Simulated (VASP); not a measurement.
A run of VASP 6.6.1:

Contents of INCAR:

```
SYSTEM = Be3B2Cl3
  ALGO = Normal
  EDIFF = 1E-6
  EDIFFG = -0.01
  ENCUT = 600
  GGA = PE
  IBRION = 2
  ISIF = 3
  ISMEAR = 0
  LASPH = .TRUE.
  LCHARG = .FALSE.
  LREAL = .FALSE.
  LWAVE = .FALSE.
  NELM = 80
  NSW = 100
  PREC = Accurate
  SIGMA = 0.1
```

Contents of KPOINTS:

```
k-points
0
G
  10 10 4
  0 0 0
```

File POSCAR:

```
Be3B2Cl3
1.0
    3.7718325701      0.0000000000      0.0000000000
    0.0000000000      3.7718325701      0.0000000000
    0.0000000000      0.0000000000      9.0307892252
Be B Cl
3 2 3
Direct
    0.5000000000      0.5000000000      0.0000000000
    0.0000000000      0.0000000000      0.5000000000
    0.5000000000      0.5000000000      0.5000000000
    0.5000000000      0.0000000000      0.5000000000
    0.0000000000      0.5000000000      0.5000000000
    0.5000000000      0.5000000000      0.2197410816
    0.5000000000      0.5000000000      0.7802589184
    0.0000000000      0.0000000000      0.0000000000
```

Potentials or basis: VASP PAW PBE potentials, release 64 (Be, B, Cl).

The run is started by

```bash
$ cat potpaw_PBE.64/Be/POTCAR potpaw_PBE.64/B/POTCAR potpaw_PBE.64/Cl/POTCAR > POTCAR
$ mpirun -np 1 vasp_std > vasp.out
```

Hardware: 1 thread of Intel(R) Xeon(R) 6975P-C (Granite Rapids), on a shared host.

Task: How long does it take, and how much memory?

Result: Run time: 3.4 min on 1 thread of Intel(R) Xeon(R) 6975P-C (Granite Rapids), with other jobs on the host, peak memory 0.37 GiB. Counts: scf iterations 37, k points 63, ion steps 5.
